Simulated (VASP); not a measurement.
**B4Ru: single point with PBE**

Crystal: B4Ru.

```xyz
5
Lattice="-2.3624 2.3624 2.3624 2.3624 -2.3624 2.3624 2.3624 2.3624 -2.3624" Properties=species:S:1:pos:R:3 pbc="T T T"
B     1.1812    1.1812    1.1812
B    -1.1812    1.1812    1.1812
B     1.1812    1.1812   -1.1812
B     1.1812   -1.1812    1.1812
Ru    0.0000    0.0000    0.0000
```

| Item | Value |
| --- | --- |
| Program | VASP 6.6.1 |
| Task | single point |
| Functional | PBE |
| Potentials or basis | VASP PAW PBE potentials, release 64 (B, Ru_pv) |
| Cutoff | 520 eV |
| k mesh | 6 × 6 × 6 |
| Occupations | gaussian, width 0.1 eV |
| Spin | no spin polarisation |

| Property | Result |
| --- | --- |
| Pressure | 0.0 GPa |
| Band gap on the k mesh | zero (band 13 reaches 7.44 eV, above the bottom of band 14 at 4.49 eV) |

Levels at points of the mesh, in eV from the Fermi level:
```
           k point  band 11  band 12  band 13  band 14  band 15  band 16
(0.00, 0.00, 0.00)    -2.45    -2.45    -2.44    -2.44    -2.44     4.08
(0.50, 0.00, 0.00)    -4.41    -3.23     0.30     1.27     1.42     2.20
(0.50, 0.50, 0.50)    -6.32    -6.32     0.52     0.52     2.60     3.77
```

Wall time 14 s on 1 thread of Intel Xeon 6975P-C, on a shared host, peak memory 0.17 GiB.
